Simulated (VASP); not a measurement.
# Mo (Im-3m) in VASP: a series of runs

The runs below take Mo through single point, with PBE.

Everything below comes from runs of VASP 6.6.1. Logs are shortened: lines on timing, memory, paths and dates and some standing lists are left out, and cuts for length are marked.

### 1 The cell of the first run

It takes space group Im-3m (No. 229, cubic). Conventional cell: a = 3.147 Å, b = 3.147 Å, c = 3.147 Å, α = 90.00°, β = 90.00°, γ = 90.00°. Within 3.6 Å of Mo (site symmetry m-3m) lie 14 Mo at 2.73 to 3.15 Å.

### 2 Single point, PBE, collinear spin, zero start

INCAR

```
SYSTEM = Mo
PREC     = Accurate       ! precision mode
ENCUT    = 520            ! plane-wave cutoff, eV
EDIFF    = 1E-6           ! SCF threshold, eV
ISMEAR   = -1             ! smearing method
SIGMA    = 0.05           ! smearing width, eV
LREAL    = .False.        ! projectors in reciprocal space
LASPH    = .True.         ! aspherical terms in the spheres
NELM     = 150            ! most SCF steps
ALGO     = Normal         ! electronic algorithm
ISIF     = 2              ! what is computed and relaxed
LWAVE    = .False.        ! write WAVECAR
LCHARG   = .False.        ! write CHGCAR
ISPIN    = 2              ! spin polarisation
MAGMOM   = 0              ! initial moments
LORBIT   = 11             ! projections on sites
NUPDOWN  = 0.0            ! fixed moment
LMAXMIX  = 4              ! l up to which the mixer works
GGA      = PE             ! functional
NBANDS   = 17             ! bands
```

KPOINTS

```
Automatic mesh
0
Gamma
  17 17 17
  0 0 0
```

POSCAR

```
Mo
1.0
   -1.5734150000      1.5734150000      1.5734150000
    1.5734150000     -1.5734150000      1.5734150000
    1.5734150000      1.5734150000     -1.5734150000
Mo
1
Direct
    0.0000000000      0.0000000000      0.0000000000
```

Potentials or basis: VASP PAW PBE potentials, release 64 (Mo_sv).

Command:

```console
cat potpaw_PBE.64/Mo_sv/POTCAR > POTCAR
mpirun -np 1 vasp_std > vasp.out
```

OUTCAR:

```text
SYSTEM = Mo
   PREC = Accurate
   ENCUT = 520
   EDIFF = 1E-6
   ISMEAR = -1
   LREAL = .False.
   LASPH = .True.
   NELM = 150
   ISIF = 2
   ISPIN = 2
   LORBIT = 11
   NUPDOWN = 0.0
   GGA = PE

 ion  position               nearest neighbor table
   1  0.000  0.000  0.000-

  LATTYP: Found a body centered cubic cell.
 ALAT       =     3.1468300000

  Lattice vectors:

 A1 = (  -1.5734150000,   1.5734150000,   1.5734150000)
 A2 = (   1.5734150000,  -1.5734150000,   1.5734150000)
 A3 = (   1.5734150000,   1.5734150000,  -1.5734150000)

Analysis of symmetry for initial positions (statically):
=====================================================================
 Subroutine PRICEL returns:
 Original cell was already a primitive cell.

 Routine SETGRP: Setting up the symmetry group for a
 body centered cubic supercell.

 Subroutine GETGRP returns: Found 48 space group operations
 (whereof 48 operations were pure point group operations)
 out of a pool of 48 trial point group operations.

The static configuration has the point symmetry O_h .

Analysis of symmetry for dynamics (positions and initial velocities):
=====================================================================
 Subroutine PRICEL returns:
 Original cell was already a primitive cell.

 Routine SETGRP: Setting up the symmetry group for a
 body centered cubic supercell.

 Subroutine GETGRP returns: Found 48 space group operations
 (whereof 48 operations were pure point group operations)
 out of a pool of 48 trial point group operations.

The dynamic configuration has the point symmetry O_h .

Analysis of structural, dynamic, and magnetic symmetry:
=====================================================================
 Subroutine PRICEL returns:
 Original cell was already a primitive cell.

 Routine SETGRP: Setting up the symmetry group for a
 body centered cubic supercell.

 Subroutine GETGRP returns: Found 48 space group operations
 (whereof 48 operations were pure point group operations)
 out of a pool of 48 trial point group operations.

The overall configuration has the point symmetry O_h .

 Subroutine INISYM returns: Found 48 space group operations
 (whereof 48 operations are pure point group operations),
 and found     1 'primitive' translations

----------------------------------------------------------------------------------------

                                     Primitive cell

  volume of cell :      15.5808

  direct lattice vectors                    reciprocal lattice vectors
    -1.573415000  1.573415000  1.573415000     0.000000000  0.317780115  0.317780115
     1.573415000 -1.573415000  1.573415000     0.317780115  0.000000000  0.317780115
     1.573415000  1.573415000 -1.573415000     0.317780115  0.317780115  0.000000000

  length of vectors
     2.725234721  2.725234721  2.725234721     0.449408949  0.449408949  0.449408949

  position of ions in fractional coordinates (direct lattice)
     0.000000000  0.000000000  0.000000000

  ion indices of the primitive-cell ions
   primitive index   ion index
                 1           1

----------------------------------------------------------------------------------------

 KPOINTS: Automatic mesh

Automatic generation of k-mesh.
 Grid dimensions read from file:
 generate k-points for:   17   17   17

 Generating k-lattice:

  Cartesian coordinates                     Fractional coordinates (reciprocal lattice)
     0.000000000  0.018692948  0.018692948     0.058823529  0.000000000  0.000000000
     0.018692948  0.000000000  0.018692948     0.000000000  0.058823529  0.000000000
     0.018692948  0.018692948  0.000000000     0.000000000  0.000000000  0.058823529

  Length of vectors
     0.026435821  0.026435821  0.026435821

  Shift w.r.t. Gamma in fractional coordinates (k-lattice)
     0.000000000  0.000000000  0.000000000

 Subroutine IBZKPT returns following result:
 ===========================================

 Found    165 irreducible k-points:

 Following reciprocal coordinates:
            Coordinates               Weight
  0.000000  0.000000  0.000000      1.000000
  0.058824  0.000000  0.000000     12.000000
  0.117647  0.000000  0.000000     12.000000
  0.176471  0.000000  0.000000     12.000000
  0.235294  0.000000  0.000000     12.000000
  0.294118  0.000000  0.000000     12.000000
[... 16 lines left out ...]
  0.411765  0.117647  0.000000     48.000000
  0.176471  0.176471  0.000000     24.000000
 [... further k-points ...]
   k-points           NKPTS =    165   k-points in BZ     NKDIM =    165   number of bands    NBANDS=     17
   number of dos      NEDOS =    301   number of ions     NIONS =      1
   total plane-waves  NPLWV =   8000
   dimension x,y,z NGX =    20 NGY =   20 NGZ =   20
   dimension x,y,z NGXF=    40 NGYF=   40 NGZF=   40
   ions per type =               1
   NGX,Y,Z   is equivalent  to a cutoff of  12.20, 12.20, 12.20 a.u.
   NGXF,Y,Z  is equivalent  to a cutoff of  24.40, 24.40, 24.40 a.u.
 SYSTEM =  Mo
   PREC   = accura    normal or accurate (medium, high low for compatibility)
   ISTART =      0    job   : 0-new  1-cont  2-samecut
   ICHARG =      2    charge: 1-file 2-atom 10-const
   ISPIN  =      2    spin polarized calculation?
   LNONCOLLINEAR =      F non collinear calculations
   LSORBIT =      F    spin-orbit coupling
   LASPH  =      T    aspherical Exc in radial PAW
   ENCUT  =  520.0 eV  38.22 Ry    6.18 a.u.   5.07  5.07  5.07*2*pi/ulx,y,z
   NELM   =    150;   NELMIN=  2; NELMDL= -5     # of ELM steps
   EDIFF  = 0.1E-05   stopping-criterion for ELM
   LREAL  =      F    real-space projection
   EDIFFG = 0.1E-04   stopping-criterion for IOM
   NSW    =      0    number of steps for IOM
   IBRION =     -1    ionic relax: 0-MD 1-quasi-New 2-CG
   NFREE  =      0    steps in history (QN), initial steepest desc. (CG)
   ISIF   =      2    stress and relaxation
   ISYM   =      2    0-nonsym 1-usesym 2-fastsym
   POTIM  = 0.5000    time-step for ionic-motion
   TEBEG  =    0.0;   TEEND  =   0.0 temperature during run
   PSTRESS=    0.0 pullay stress
   NELECT =      14.0000    total number of electrons
   NUPDOWN=       0.0000    fix difference up-down
   EMIN   =  10.00;   EMAX   =-10.00  energy-range for DOS
   EFERMI =   0.00;   METHOD = LEGACY
   ISMEAR =    -1;   SIGMA  =   0.05  broadening in eV -4-tet -1-fermi 0-gaus
   EFERMI_NEDOS =   21; number of points for ismear=-14 and -15
   IALGO  =     38    algorithm
   IMIX   =      4    mixing-type and parameters
     AMIX     =   0.40;   BMIX     =  1.00
     AMIX_MAG =   1.60;   BMIX_MAG =  1.00
  volume/ion in A,a.u.               =      15.58       105.14
  Fermi-wavevector in a.u.,A,eV,Ry     =   1.579747  2.985289 33.954710  2.495601
  Thomas-Fermi vector in A             =   2.680079
   LORBIT       =     11    0 simple, 1 ext, 2 COOP (PROOUT), +10 PAW based schemes
   GGA     = PE    functional components
   LHFCALC =     F    Hartree Fock is set to
   AEXX    =    0.0000 exact exchange contribution
   IVDW    =     0    specifies the selected vdW correction
   LEPSILON=     F    determine dielectric tensor
   LRPA    =     F    only Hartree local field effects (RPA)
 spin polarized calculation
  energy-cutoff  :      520.00
  volume of cell :       15.58
 maximum number of plane-waves:       430
   NGX = 11   NGY = 11   NGZ = 11

 number of electron      14.0000001 magnetization      -0.0000000

 number of electron      14.0000001 magnetization       0.0000000

 Free energy of the ion-electron system (eV)
  ---------------------------------------------------
  ext. energy  EPLUGINS =         0.00000000
  ---------------------------------------------------
  free energy    TOTEN  =       -10.93638990 eV

  energy without entropy =      -10.93245568  energy(sigma->0) =      -10.93442279

 E-fermi :  12.6878     XC(G=0): -13.4100

 val. band max:       12.6790557301   @ k =   0.3529   0.0588   0.0588
 cond. band min:      12.7109550343   @ k =  -0.3529   0.3529   0.2353
 fundamental gap:      0.0318993042
 Fermi energy:        12.6878491522

 spin component 1

 k-point     1 :       0.0000    0.0000    0.0000
  band No.  band energies     occupation
      1     -48.6424      1.00000
      2     -21.9007      1.00000
      3     -21.9007      1.00000
      4     -21.9007      1.00000
      5       5.3994      1.00000
      6      11.2715      1.00000
[... 9 lines left out ...]
     16      42.6261      0.00000
     17      42.6261      0.00000

 k-point     2 :       0.0588    0.0000    0.0000
  band No.  band energies     occupation
      1     -48.6335      1.00000
      2     -21.9518      1.00000
      3     -21.9164      1.00000
      4     -21.9010      1.00000
      5       5.5537      1.00000
      6      11.1843      1.00000
[... 9 lines left out ...]
     16      42.4396      0.00000
     17      42.5704      0.00000

 k-point     3 :       0.1176    0.0000    0.0000
  band No.  band energies     occupation
      1     -48.6081      1.00000
      2     -22.0970      1.00000
      3     -21.9614      1.00000
      4     -21.9021      1.00000
      5       5.9906      1.00000
      6      10.9442      1.00000
[... 392 lines left out ...]
 k-point    23 :       0.4118    0.1176    0.0000
  band No.  band energies     occupation
      1     -48.3678      1.00000
      2     -23.2450      1.00000
      3     -22.4097      1.00000
      4     -21.9802      1.00000
      5       7.7182      1.00000
      6       9.3658      1.00000
[... 9 lines left out ...]
     16      40.1100      0.00000
     17      42.6251      0.00000

 k-point    24 :       0.1765    0.1765    0.0000
  band No.  band energies     occupation
      1     -48.4621      1.00000
      2     -22.8085      1.00000
      3     -22.2025      1.00000
      4     -21.9953      1.00000
      5       8.1653      1.00000
      6      10.0510      1.00000
[... 9 lines left out ...]
     16      40.8314      0.00000
     17      41.5923      0.00000

 [... further k-points ...]

 spin component 2

 k-point     1 :       0.0000    0.0000    0.0000
  band No.  band energies     occupation
      1     -48.6424      1.00000
      2     -21.9007      1.00000
      3     -21.9007      1.00000
      4     -21.9007      1.00000
      5       5.3994      1.00000
      6      11.2715      1.00000
[... 9 lines left out ...]
     16      42.6261      0.00000
     17      42.6261      0.00000

 k-point     2 :       0.0588    0.0000    0.0000
  band No.  band energies     occupation
      1     -48.6335      1.00000
      2     -21.9518      1.00000
      3     -21.9164      1.00000
      4     -21.9010      1.00000
      5       5.5537      1.00000
      6      11.1843      1.00000
[... 9 lines left out ...]
     16      42.4396      0.00000
     17      42.5704      0.00000

 k-point     3 :       0.1176    0.0000    0.0000
  band No.  band energies     occupation
      1     -48.6081      1.00000
      2     -22.0970      1.00000
      3     -21.9614      1.00000
      4     -21.9021      1.00000
      5       5.9906      1.00000
      6      10.9442      1.00000
[... 392 lines left out ...]
 k-point    23 :       0.4118    0.1176    0.0000
  band No.  band energies     occupation
      1     -48.3678      1.00000
      2     -23.2450      1.00000
      3     -22.4097      1.00000
      4     -21.9802      1.00000
      5       7.7182      1.00000
      6       9.3658      1.00000
[... 9 lines left out ...]
     16      40.1100      0.00000
     17      42.6251      0.00000

 k-point    24 :       0.1765    0.1765    0.0000
  band No.  band energies     occupation
      1     -48.4621      1.00000
      2     -22.8085      1.00000
      3     -22.2025      1.00000
      4     -21.9953      1.00000
      5       8.1653      1.00000
      6      10.0510      1.00000
[... 9 lines left out ...]
     16      40.8314      0.00000
     17      41.5922      0.00000

 [... further k-points ...]
[... 5 lines left out ...]
  --------------------------------------------------------------------------------------
  -------------------------------------------------------------------------------------
  Total        0.4093051      0.4093051      0.4093051      0.0000000      0.0000000      0.0000000
  in kB       42.0889327     42.0889327     42.0889327      0.0000000      0.0000000      0.0000000
  external PRESSURE =      42.0889327 kB  Pullay stress =       0.0000000 kB

 VOLUME and BASIS-vectors are now :
 -----------------------------------------------------------------------------
  energy-cutoff  :      520.00
  volume of cell :       15.58
      direct lattice vectors                 reciprocal lattice vectors
    -1.573415000  1.573415000  1.573415000     0.000000000  0.317780115  0.317780115
     1.573415000 -1.573415000  1.573415000     0.317780115  0.000000000  0.317780115
     1.573415000  1.573415000 -1.573415000     0.317780115  0.317780115  0.000000000

 POSITION                                       TOTAL-FORCE (eV/Angst)
 -----------------------------------------------------------------------------------
      0.00000      0.00000      0.00000        -0.000000      0.000000      0.000000
 -----------------------------------------------------------------------------------
    total drift:                                0.000000     -0.000000      0.000000

  FREE ENERGIE OF THE ION-ELECTRON SYSTEM (eV)
  ---------------------------------------------------
  free  energy   TOTEN  =       -10.9363899004 eV

  energy  without entropy=      -10.9324556825  energy(sigma->0) =      -10.93442279

 total charge

# of ion       s       p       d       tot
------------------------------------------
    1        2.383   6.208   3.914  12.506

 magnetization (x)

# of ion       s       p       d       tot
------------------------------------------
    1       -0.000  -0.000   0.000   0.000
```

Wall time 23 s (1 thread of Intel Xeon 6975P-C (Granite Rapids), shared host); peak memory 0.17 GiB.

What came out:

| Item | Value |
| --- | --- |
| Free energy | -10.9364 eV |
| Pressure | 4.2 GPa |
| Net moment | 0.00 μB per cell |
| Valence electrons inside the program's atomic spheres | Mo 12.51 |

Caveat: the total moment is fixed, so each spin has its own Fermi level.

### 3 Single point, PBE, collinear spin, ferromagnetic start

INCAR

```
SYSTEM = Mo
PREC = Accurate ; ENCUT = 520
EDIFF = 1E-6 ; ISMEAR = -1
SIGMA = 0.05 ; LREAL = .False.
LASPH = .True. ; NELM = 150
ALGO = Normal ; ISIF = 2
LWAVE = .False. ; LCHARG = .False.
ISPIN = 2 ; MAGMOM = 0.1
LORBIT = 11 ; NUPDOWN = 0.1
LMAXMIX = 4 ; GGA = PE
NBANDS = 17
```

KPOINTS is that of step 2.

POSCAR is that of step 2.

Potentials or basis: VASP PAW PBE potentials, release 64 (Mo_sv).

Command:

```console
cat potpaw_PBE.64/Mo_sv/POTCAR > POTCAR
mpirun -np 1 vasp_std > vasp.out
```

It took 26 s on 1 thread of Intel Xeon 6975P-C (Granite Rapids), shared host; peak memory 0.18 GiB.

Results (log left out):

- Free energy: -10.9279 eV
- Pressure: 4.3 GPa
- Net moment: 0.10 μB per cell
- Site moments: Mo +0.08 μB
- Valence electrons inside the program's atomic spheres: Mo 12.51

Caveat: the total moment is fixed, so each spin has its own Fermi level.

### 4 Single point, PBE, collinear spin, ferromagnetic start

INCAR

```
PREC     = Accurate       # precision mode
ENCUT    = 520            # plane-wave cutoff, eV
EDIFF    = 1E-6           # SCF threshold, eV
ISMEAR   = -1             # smearing method
SIGMA    = 0.05           # smearing width, eV
LREAL    = False          # projectors in reciprocal space
LASPH    = True           # aspherical terms in the spheres
NELM     = 150            # most SCF steps
ALGO     = Normal         # electronic algorithm
ISIF     = 2              # what is computed and relaxed
LWAVE    = False          # write WAVECAR
LCHARG   = False          # write CHGCAR
ISPIN    = 2              # spin polarisation
MAGMOM   = 0.1            # initial moments
LORBIT   = 11             # projections on sites
NUPDOWN  = 0.1            # fixed moment
LMAXMIX  = 4              # l up to which the mixer works
GGA      = PE             # functional
NBANDS   = 17             # bands
```

KPOINTS

```
Automatic mesh
0
Gamma
  17 17 17
```

POSCAR is that of step 3.

Potentials or basis: VASP PAW PBE potentials, release 64 (Mo_sv).

Command:

```console
cat potpaw_PBE.64/Mo_sv/POTCAR > POTCAR
mpirun -np 1 vasp_std > vasp.out
```

OUTCAR:

```text
PREC = Accurate
   ENCUT = 520
   EDIFF = 1E-6
   ISMEAR = -1
   LREAL = False
   LASPH = True
   NELM = 150
   ISIF = 2
   ISPIN = 2
   LORBIT = 11
   NUPDOWN = 0.1
   GGA = PE

 ion  position               nearest neighbor table
   1  0.000  0.000  0.000-

  LATTYP: Found a body centered cubic cell.
 ALAT       =     3.1468300000

  Lattice vectors:

 A1 = (  -1.5734150000,   1.5734150000,   1.5734150000)
 A2 = (   1.5734150000,  -1.5734150000,   1.5734150000)
[... 1167 lines left out ...]
  -------------------------------------------------------------------------------------
  Total        0.4140505      0.4140505      0.4140505     -0.0000000      0.0000000     -0.0000000
  in kB       42.5769014     42.5769014     42.5769014     -0.0000000      0.0000000     -0.0000000
  external PRESSURE =      42.5769014 kB  Pullay stress =       0.0000000 kB

 VOLUME and BASIS-vectors are now :
 -----------------------------------------------------------------------------
  energy-cutoff  :      520.00
  volume of cell :       15.58
      direct lattice vectors                 reciprocal lattice vectors
    -1.573415000  1.573415000  1.573415000     0.000000000  0.317780115  0.317780115
     1.573415000 -1.573415000  1.573415000     0.317780115  0.000000000  0.317780115
     1.573415000  1.573415000 -1.573415000     0.317780115  0.317780115  0.000000000

 POSITION                                       TOTAL-FORCE (eV/Angst)
 -----------------------------------------------------------------------------------
      0.00000      0.00000      0.00000         0.000000      0.000000     -0.000000
 -----------------------------------------------------------------------------------
    total drift:                                0.000000      0.000000      0.000000

  FREE ENERGIE OF THE ION-ELECTRON SYSTEM (eV)
  ---------------------------------------------------
  free  energy   TOTEN  =       -10.9278515515 eV

  energy  without entropy=      -10.9218991996  energy(sigma->0) =      -10.92487538

 total charge

# of ion       s       p       d       tot
------------------------------------------
    1        2.383   6.208   3.916  12.507

 magnetization (x)

# of ion       s       p       d       tot
------------------------------------------
    1        0.002   0.008   0.068   0.078
```

It took 26 s on 1 thread of Intel Xeon 6975P-C (Granite Rapids), shared host; peak memory 0.17 GiB.

What came out:

* Free energy: -10.9279 eV
* Pressure: 4.3 GPa
* Net moment: 0.10 μB per cell
* Site moments: Mo +0.08 μB
* Valence electrons inside the program's atomic spheres: Mo 12.51

Caveat: the total moment is fixed, so each spin has its own Fermi level.
